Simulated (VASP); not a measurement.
## AlN: single point with LDA

Crystal: AlN.

```
Al N
1.0
     3.08874    0.00000    0.00000
    -1.54437    2.67493    0.00000
     0.00000    0.00000    4.94377
Al N
2 2
Direct
  0.31749 0.67953 0.00152
  0.68251 0.32047 0.50152
  0.34747 0.65519 0.38348
  0.65253 0.34481 0.88348
```

This cell differs from its parent crystal: mode 4 frozen in at -0.069 Å and mode 5 at +0.034 Å (largest displacements).

| Item | Value |
| --- | --- |
| Program | VASP 6.6.1 |
| Task | single point |
| Functional | LDA |
| Potentials or basis | VASP PAW LDA potentials, release 64 (Al, N) |
| Cutoff | 520 eV |
| k mesh | 9 × 9 × 6 |
| Occupations | gaussian, width 0.05 eV |
| Spin | no spin polarisation |

The pressure is 0.4 GPa and the largest force is 0.413 eV/Å. The band gap on the k mesh is 4.35 eV, direct.

Forces on the atoms (eV/Å):
```
Al   0.370 -0.179  0.043
Al  -0.370  0.179  0.043
N   -0.189  0.097 -0.043
N    0.189 -0.097 -0.043
```

Stress tensor (GPa, compression positive):
```
0.31 0.03 0.00
0.03 0.46 0.00
0.00 0.00 0.56
```

Levels at points of the mesh, in eV from the valence-band top:
```
           k point  band 6  band 7  band 8  band 9  band 10  band 11
(0.00, 0.00, 0.00)   -0.38   -0.16    0.00    4.35     6.68    10.52
(0.00, 0.00, 0.50)   -0.63   -0.57   -0.57    6.53     6.53    10.26
```

Wall time 58 s on 1 thread of Intel Xeon 6975P-C (shared host), peak memory 0.2 GiB.

Caveat: the cell differs from its parent crystal (mode 4 frozen in at -0.069 Å and mode 5 at +0.034 Å (largest displacements)). A k mesh can miss the band edges.
